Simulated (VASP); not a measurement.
Runs of VASP 6.6.1 on Mg2Sn. The structure is that of space group Fm-3m (No. 225), or close to it. The cells are those of the table. 

```tsv
task	cell	gap on the mesh (eV)	pressure (GPa)
single point	a = 4.712 Å, angles 60.0°, 3 atoms	none	-0.3
relaxation of cell and atoms	relaxed from a = 4.765 Å, angles 60.0°, 3 atoms	none	0.0
relaxation of cell and atoms	relaxed to 30 GPa from a = 4.712 Å, angles 60.0°, 3 atoms	none	30.0
single point	a = 4.227 Å, angles 60.0°, 3 atoms	none	(a)
```

Alike in all rows: level LDA; potentials or basis VASP PAW LDA potentials, release 64 (Mg, Sn_d); no spin polarisation; k mesh 10 × 10 × 10; cutoff (eV) 600; smearing fermi-dirac 0.08 eV.

Estimate the missing entries.

(a) 29.8.

Caveats: spin-orbit coupling is left out, which moves the levels of the heavy elements; the cell is relaxed towards a set pressure, so the run minimises the enthalpy, not the energy (at least some runs); the cell stands under pressure (at least some runs).

A k mesh can miss the band edges, and the runs leave out spin-orbit coupling on Sn.

A gap of «none» marks levels without a gap at the run's occupations.
